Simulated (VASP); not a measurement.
**B18N19 (a cell with a defect): single point with PBEsol**

B18N19 (a cell with a defect):

```
CELL_PARAMETERS angstrom
7.49472 0.00000 0.00000
-3.74736 6.49062 0.00000
0.00000 0.00000 6.63570
ATOMIC_POSITIONS crystal
B 0.11273 0.23381 0.28802
B 0.21478 0.05791 0.70282
B 0.14162 0.56371 0.26565
B 0.19287 0.43346 0.78543
B 0.13389 0.89902 0.28543
B 0.20299 0.74169 0.75823
B 0.48332 0.25622 0.21137
B 0.57157 0.11321 0.78604
B 0.46141 0.56958 0.22316
B 0.54357 0.43338 0.78337
B 0.45821 0.91380 0.21955
B 0.56621 0.80105 0.84198
B 0.79400 0.23130 0.25180
B 0.87421 0.07109 0.79350
B 0.80775 0.57565 0.24453
B 0.86171 0.44150 0.80162
B 0.80260 0.91323 0.25630
B 0.88457 0.78108 0.81057
N 0.08946 0.18804 0.75333
N 0.25901 0.14909 0.31377
N 0.09061 0.54271 0.80023
N 0.24595 0.44768 0.24813
N 0.08834 0.84228 0.75917
N 0.23701 0.77874 0.24029
N 0.44540 0.22226 0.75335
N 0.58567 0.13570 0.20284
N 0.45728 0.56024 0.77268
N 0.56594 0.45552 0.20256
N 0.43428 0.88887 0.79821
N 0.56896 0.78898 0.22854
N 0.77955 0.21050 0.78798
N 0.89184 0.12390 0.25426
N 0.75862 0.55944 0.82932
N 0.91289 0.45162 0.28100
N 0.78419 0.87885 0.86606
N 0.89780 0.78128 0.26247
N 0.22946 0.01824 0.48450
```

- Program: VASP 6.6.1
- Task: single point
- Functional: PBEsol
- Potentials or basis: VASP PAW PBE potentials, release 64 (B, N)
- Cutoff: 520 eV
- k mesh: 2 × 2 × 2
- Occupations: fermi-dirac, width 0.002 eV
- Spin: collinear spin
- Dipole correction: no
- Further INCAR settings: LREAL = Auto; ALGO = Normal; EDIFF = 1e-06; NBANDS = 102

| Item | Value |
| --- | --- |
| Pressure | 6.1 GPa |
| Largest force | 7.805 eV/Å |
| Band gap on the k mesh | zero (filled and empty bands overlap) |
| Net moment | 1.00 μB per cell |
| Site moments | B +0.01, -0.01, +0.00, +0.02, -0.00 (each value once); N +0.05, +0.02, +0.01, +0.03, +0.08, +0.04, +0.00, +0.34 (each value once) μB |
| Valence electrons inside the program's atomic spheres | B 2.08, 2.04, 2.18, 1.90, 2.02, 2.29, 2.23, 2.19, 2.24, 2.32, 2.06, 1.98, 2.39, 2.27, 2.10, 2.13, 2.36 (each value once); N 3.82, 3.85, 4.12, 4.05, 4.08, 4.01, 3.92, 4.04, 4.06, 3.93, 3.99, 4.13, 3.95, 4.17, 4.00, 3.79 (each value once) |

Forces in eV/Å, atoms in the order of the input:
```
B    2.222  1.298 -0.764
B   -1.887  4.874  0.265
B   -2.056 -0.417 -0.705
B    5.935 -3.212 -1.698
B   -0.318 -1.416  2.266
B    0.902  5.615  1.735
B   -0.729 -4.738  1.914
B   -6.037 -1.209 -0.919
B    0.797  0.050  0.311
B   -0.677  1.607  0.253
B    2.111 -2.855  0.269
B   -0.897 -5.981 -2.215
B   -2.332  3.695 -0.338
B    0.172  7.788 -0.497
B   -0.874 -4.527 -0.426
B    2.465 -0.995  0.177
B   -1.676 -5.627 -1.190
B    3.179 -5.111  0.153
N    1.378  2.260 -0.466
N   -0.276 -1.979 -1.774
N   -0.577 -4.033  0.306
N   -2.882  0.366  0.437
N   -0.646  2.734  0.770
N    0.461  2.639 -0.826
N    2.054 -3.431  0.940
N   -3.210 -1.387  0.536
N   -6.623  0.911  1.504
N    3.165  5.600  0.593
N    2.263 -1.244 -0.003
N    0.108  2.593  0.492
N    0.497  1.164  0.479
N    6.096 -0.404  1.613
N    3.547 -2.845 -1.240
N   -1.203  1.301 -0.608
N   -4.413  0.957  0.189
N    0.872  5.782  0.636
N   -0.910  0.177 -2.170
```

Stress tensor (GPa, compression positive):
```
 3.59 -3.36 -1.47
-3.36 11.92 -4.94
-1.47 -4.94  2.88
```

Levels at points of the mesh, in eV from the Fermi level:
Spin up:
| k point | band 71 | band 72 | band 73 | band 74 | band 75 | band 76 | band 77 | band 78 | band 79 | band 80 |
| --- | --- | --- | --- | --- | --- | --- | --- | --- | --- | --- |
| (0.00, 0.00, 0.00) | -1.04 | -0.84 | -0.59 | -0.50 | -0.11 | 3.38 | 3.50 | 3.79 | 4.15 | 4.79 |
| (0.50, 0.00, 0.00) | -1.07 | -1.00 | -0.81 | -0.68 | -0.34 | 3.31 | 3.77 | 3.80 | 4.00 | 4.47 |
| (0.00, 0.50, 0.00) | -0.92 | -0.87 | -0.69 | -0.55 | -0.50 | 2.91 | 3.42 | 3.77 | 4.10 | 4.50 |
| (0.50, 0.50, 0.00) | -1.19 | -0.91 | -0.72 | -0.58 | -0.40 | 3.36 | 3.41 | 3.71 | 4.16 | 4.31 |
| (0.00, 0.00, 0.50) | -0.99 | -0.84 | -0.63 | -0.48 | -0.22 | 3.22 | 3.47 | 3.92 | 4.29 | 4.67 |
| (0.50, 0.00, 0.50) | -1.31 | -1.06 | -0.87 | -0.50 | -0.39 | 3.06 | 3.72 | 3.97 | 4.10 | 4.22 |
| (0.00, 0.50, 0.50) | -1.18 | -1.05 | -0.85 | -0.49 | -0.16 | 2.70 | 3.41 | 3.77 | 4.10 | 4.26 |
| (0.50, 0.50, 0.50) | -1.20 | -0.96 | -0.90 | -0.66 | -0.28 | 3.23 | 3.29 | 3.68 | 4.01 | 4.30 |
Spin down:
```
           k point  band 71  band 72  band 73  band 74  band 75  band 76  band 77  band 78
(0.00, 0.00, 0.00)    -0.96    -0.60    -0.49    -0.15     0.17     3.43     3.52     3.82
(0.50, 0.00, 0.00)    -0.94    -0.87    -0.69    -0.52     0.24     3.35     3.80     3.84
(0.00, 0.50, 0.00)    -0.85    -0.77    -0.58    -0.39     0.18     2.95     3.45     3.80
(0.50, 0.50, 0.00)    -0.98    -0.77    -0.59    -0.41     0.10     3.39     3.45     3.74
(0.00, 0.00, 0.50)    -0.87    -0.59    -0.52    -0.14     0.08     3.26     3.50     3.94
(0.50, 0.00, 0.50)    -1.16    -0.87    -0.77    -0.29     0.15     3.11     3.74     4.00
(0.00, 0.50, 0.50)    -1.13    -0.90    -0.72     0.00     0.18     2.74     3.43     3.80
(0.50, 0.50, 0.50)    -1.08    -0.83    -0.76    -0.14     0.00     3.24     3.34     3.70
```

Run time: 14 min on 1 thread of Intel(R) Xeon(R) 6975P-C (Granite Rapids), with other jobs on the host, peak memory 0.72 GiB.

Caveat: the k points lie up to 0.48 Å⁻¹ apart; the atoms stand as in a frame of molecular dynamics; the PAW data sets were made with another functional, which shifts forces and pressure a little.
